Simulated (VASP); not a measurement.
Wanted: the native input for a VASP 6.6.1 run.

```yaml
Task: single point
Functional: PBE
Potentials_or_basis: VASP PAW PBE potentials, release 64 (Rb_sv)
Cutoff: 520 eV
k_mesh: 4 × 4 × 4
Occupations: gaussian, width 0.1 eV
Spin: no spin polarisation
Dipole_correction: no
Further_INCAR_settings: ALGO = Normal; EDIFF = 1e-07; NBANDS = 10
```

The structure of Rb lies in POSCAR:

```
Rb
1.0
   -2.9545118615      2.9545118615      2.7308451955
    2.9545118615     -2.9545118615      2.7308451955
    2.9545118615      2.9545118615     -2.7308451955
Rb
1
Direct
    0.0000000000      0.0000000000      0.0000000000
```

The input as run:

INCAR

```
PREC     = Accurate       # precision mode
ENCUT    = 520            # plane-wave cutoff, eV
EDIFF    = 1E-7           # SCF threshold, eV
ISMEAR   = 0              # smearing method
SIGMA    = 0.1            # smearing width, eV
LREAL    = F              # projectors in reciprocal space
LASPH    = T              # aspherical terms in the spheres
NELM     = 60             # most SCF steps
ALGO     = Normal         # electronic algorithm
ISIF     = 2              # what is computed and relaxed
LWAVE    = F              # write WAVECAR
LCHARG   = T              # write CHGCAR
GGA      = PE             # functional
LELF     = T              # ELF
LVHAR    = T            
NBANDS   = 10             # bands
```

KPOINTS

```
Automatic mesh
0
Gamma
  4 4 4
```

Potentials or basis: VASP PAW PBE potentials, release 64 (Rb_sv).

Command:

```console
$ cat potpaw_PBE.64/Rb_sv/POTCAR > POTCAR
$ mpirun -np 1 vasp_std > vasp.out
```

It gave:

| Quantity | Value |
| --- | --- |
| Pressure | 0.0 GPa |

Caveat: the k points lie up to 0.39 Å⁻¹ apart.

Run time: 7.3 s on 1 thread of Intel(R) Xeon(R) 6975P-C (Granite Rapids), with other jobs on the host, peak memory 0.22 GiB.
